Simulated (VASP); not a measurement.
Write the native input for VASP 6.6.1 that does the following.

| Property | Result |
| --- | --- |
| Task | single point |
| Functional | PBEsol |
| Potentials or basis | VASP PAW PBE potentials, release 64 (Y_sv) |
| Cutoff | 520 eV |
| k mesh | 16 × 16 × 16 |
| Occupations | gaussian, width 0.15 eV |
| Spin | no spin polarisation |
| Dipole correction | no |
| Further INCAR settings | ALGO = Fast; EDIFF = 1e-06; NBANDS = 12 |

The structure of Y lies in POSCAR:

```
Y
1.0
    0.0000000000      2.5471250000      2.4228750000
    2.5471250000      0.0000000000      2.4228750000
    2.5471250000      2.5471250000      0.0000000000
Y
1
Direct
    0.0000000000      0.0000000000      0.0000000000
```

This cell differs from its parent crystal: strain +0.025 along x and y, -0.025 along z.

The input as run:

INCAR

```
  PREC = Accurate
  ENCUT = 520
  EDIFF = 1E-6
  ISMEAR = 0
  SIGMA = 0.15
  LREAL = F
  LASPH = T
  NELM = 80
  ALGO = Fast
  ISIF = 2
  LWAVE = F
  LCHARG = T
  GGA = PS
  LELF = T
  LVHAR = T
  NBANDS = 12
```

KPOINTS

```
Automatic mesh
0
Gamma
  16 16 16
```

Potentials or basis: VASP PAW PBE potentials, release 64 (Y_sv).

The run is started by

```bash
$ cat potpaw_PBE.64/Y_sv/POTCAR > POTCAR
$ mpirun -np 1 vasp_std > vasp.out
```

Results of the run:

The pressure is -0.9 GPa.

Caveat: the cell differs from its parent crystal (strain +0.025 along x and y, -0.025 along z); the PAW data sets were made with another functional, which shifts forces and pressure a little.

Run time: 2.5 min on 1 thread of Intel(R) Xeon(R) Platinum 8259CL CPU @ 2.50GHz (Skylake/Cascade Lake), with other jobs on the host, peak memory 0.28 GiB.
